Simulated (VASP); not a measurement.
Write the native input for VASP 6.6.1 that does the following.

* Task: single point
* Functional: PBEsol
* Potentials or basis: VASP PAW PBE potentials, release 64 (Li_sv, O)
* Cutoff: 750 eV
* k mesh: 8 × 8 × 8
* Occupations: gaussian, width 0.01 eV
* Spin: no spin polarisation
* Dipole correction: no
* Further INCAR settings: ALGO = Normal; EDIFF = 1e-06; NBANDS = 13

The structure of Li2O lies in POSCAR:

```
Li2O
1.0
    2.3091863336      2.3091863336      0.0000000000
   -2.3091863336      2.3091863336      0.0000000000
    0.0000000000      2.3091863336      2.3091863336
Li O
2 1
Direct
    0.2500000000      0.7500000000      0.5000000000
    0.7500000000      0.2500000000      0.5000000000
    0.0000000000      0.0000000000      0.0000000000
```

These files were run (other wordings do the same):

INCAR

```
PREC     = Accurate       # precision mode
ENCUT    = 750            # plane-wave cutoff, eV
EDIFF    = 1E-6           # SCF threshold, eV
ISMEAR   = 0              # smearing method
SIGMA    = 0.01           # smearing width, eV
LREAL    = False          # projectors in reciprocal space
LASPH    = True           # aspherical terms in the spheres
NELM     = 120            # most SCF steps
ALGO     = Normal         # electronic algorithm
ISIF     = 2              # what is computed and relaxed
LWAVE    = False          # write WAVECAR
LCHARG   = True           # write CHGCAR
GGA      = PS             # functional
LELF     = True           # ELF
LVHAR    = True         
NBANDS   = 13             # bands
GGA_COMPAT= False
```

KPOINTS

```
Automatic mesh
0
Gamma
  8 8 8
```

Potentials or basis: VASP PAW PBE potentials, release 64 (Li_sv, O).

Run with:

```bash
$ cat potpaw_PBE.64/Li_sv/POTCAR potpaw_PBE.64/O/POTCAR > POTCAR
$ mpirun -np 1 vasp_std > vasp.out
```

Results of the run:

```yaml
Pressure: -1.9 GPa
Band_gap_on_the_k_mesh: 4.83 eV (least direct gap 5.16 eV)
```

Caveat: the PAW data sets were made with another functional, which shifts forces and pressure a little.

It took 13 s on 1 thread of AMD EPYC 7R43 64-Core Processor (Zen 3), with other jobs on the host, peak memory 0.13 GiB.
